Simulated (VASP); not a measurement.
**Ca: relaxation of cell and atoms with PBEsol**

The system is Ca.

```
Ca
1.0
     0.00000    2.79420    2.79420
     2.79420    0.00000    2.79420
     2.79420    2.79420    0.00000
Ca
1
Direct
  0.00000 0.00000 0.00000
```

* Program: VASP 6.6.1
* Task: relaxation of cell and atoms
* Functional: PBEsol
* Potentials or basis: VASP PAW PBE potentials, release 64 (Ca_sv)
* Cutoff: 600 eV
* k mesh: 8 × 8 × 8
* Occupations: fermi-dirac, width 0.05 eV
* Spin: no spin polarisation
* Target pressure: 30 GPa
* Dipole correction: no
* Further INCAR settings: ALGO = Normal; EDIFF = 1e-07; IBRION = 2; EDIFFG = -0.01; NSW = 60; ISIF = 3

| Property | Result |
| --- | --- |
| Relaxed volume | 21.26 Å³/atom |
| Relaxed cell | a = 3.109 Å, b = 3.109 Å, c = 3.109 Å, α = 60.00°, β = 60.00°, γ = 60.00° |
| Space group after relaxing (to 0.05 Å) | Fm-3m (No. 225) |
| Energy change on relaxing (the enthalpy is what falls) | +1186.1 meV/atom |
| Ionic steps | 7 |
| Pressure after relaxing | 30.0 GPa |
| Band gap on the k mesh | zero (band 5 reaches 5.34 eV, above the bottom of band 6 at 5.05 eV) |

Step by step:
```tsv
step	energy change (eV)	largest force (eV/Å)	pressure (GPa)	volume (Å³)
1	0.0000	0.0000	-1.14	43.63
2	6.9786	0.0000	192.80	9.00
3	0.9205	0.0000	24.86	22.81
4	1.1440	0.0000	29.21	21.49
5	1.2075	0.0000	30.39	21.14
6	1.1805	0.0000	29.89	21.29
7	1.1861	0.0000	30.00	21.26
```

Final structure:
```xyz
1
Lattice="0.0000 2.1987 2.1987 2.1987 0.0000 2.1987 2.1987 2.1987 0.0000" Properties=species:S:1:pos:R:3 pbc="T T T"
Ca    0.0000    0.0000    0.0000
```

Levels at points of the mesh, in eV from the Fermi level:
```
           k point  band 1  band 2  band 3  band 4  band 5  band 6  band 7  band 8  band 9
(0.00, 0.00, 0.00)  -40.60  -21.07  -21.07  -21.07   -4.74    3.12    3.12    3.12    5.42
(0.50, 0.00, 0.00)  -40.35  -22.37  -21.22  -21.22   -1.38    1.63    2.86    2.86    6.94
(0.50, 0.50, 0.00)  -40.27  -22.26  -21.50  -21.50   -1.59   -0.30    3.76    6.95    7.36
```

Run time: 66 s on 1 thread of Intel(R) Xeon(R) Platinum 8259CL CPU @ 2.50GHz (Skylake/Cascade Lake), with other jobs on the host, peak memory 0.21 GiB.

Caveat: the cell is relaxed towards a set pressure, so the enthalpy falls and the energy may rise; the volume moved by over 15 % at a fixed basis, so the end points are rough; the PAW data sets were made with another functional, which shifts forces and pressure a little.
